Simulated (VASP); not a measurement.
Write the native input for VASP 6.6.1 that does the following.

| Property | Result |
| --- | --- |
| Task | single point |
| Functional | PBE |
| Potentials or basis | VASP PAW PBE potentials, release 64 (Sb, Te, O) |
| Cutoff | 520 eV |
| k mesh | 4 × 4 × 4 |
| Occupations | gaussian, width 0.1 eV |
| Spin | no spin polarisation |
| Dipole correction | no |
| Further INCAR settings | ALGO = Normal; EDIFF = 1e-06; NBANDS = 26 |

The structure of SbTe2O3 lies in POSCAR:

```
SbTe2O3
1.0
    4.6601413695      0.0000000000      0.0000000000
    0.0000000000      4.6601413695      0.0000000000
    0.0000000000      0.0000000000      5.2157244900
Sb Te O
1 2 3
Direct
    0.0000000000      0.0000000000      0.3249740483
    0.5000000000      0.0000000000      0.8436868536
    0.0000000000      0.5000000000      0.8436868536
    0.5000000000      0.0000000000      0.2252270742
    0.0000000000      0.5000000000      0.2252270742
    0.5000000000      0.5000000000      0.8316389961
```

One way to write it, as run:

INCAR

```
SYSTEM = SbTe2O3
PREC     = Accurate       ! precision mode
ENCUT    = 520            ! plane-wave cutoff, eV
EDIFF    = 1E-6           ! SCF threshold, eV
ISMEAR   = 0              ! smearing method
SIGMA    = 0.1            ! smearing width, eV
LREAL    = .False.        ! projectors in reciprocal space
LASPH    = .True.         ! aspherical terms in the spheres
NELM     = 100            ! most SCF steps
ALGO     = Normal         ! electronic algorithm
ISIF     = 2              ! what is computed and relaxed
LWAVE    = .False.        ! write WAVECAR
LCHARG   = .True.         ! write CHGCAR
GGA      = PE             ! functional
LELF     = .True.         ! ELF
LVHAR    = .True.       
NBANDS   = 26             ! bands
```

KPOINTS

```
Automatic mesh
0
Gamma
  4 4 4
  0 0 0
```

Potentials or basis: VASP PAW PBE potentials, release 64 (Sb, Te, O).

Launch:

```sh
$ cat potpaw_PBE.64/Sb/POTCAR potpaw_PBE.64/Te/POTCAR potpaw_PBE.64/O/POTCAR > POTCAR
$ mpirun -np 1 vasp_std > vasp.out
```

Results of the run:

```json
{"Pressure": "-0.3 GPa", "Largest force": "0.035 eV/Å"}
```

Caveat: an odd number of electrons without spin polarisation forces a metal; a magnetic or distorted state may lie lower.

Wall time 84 s on 1 thread of AMD EPYC 7R43 64-Core Processor (Zen 3) (shared host), peak memory 0.2 GiB.
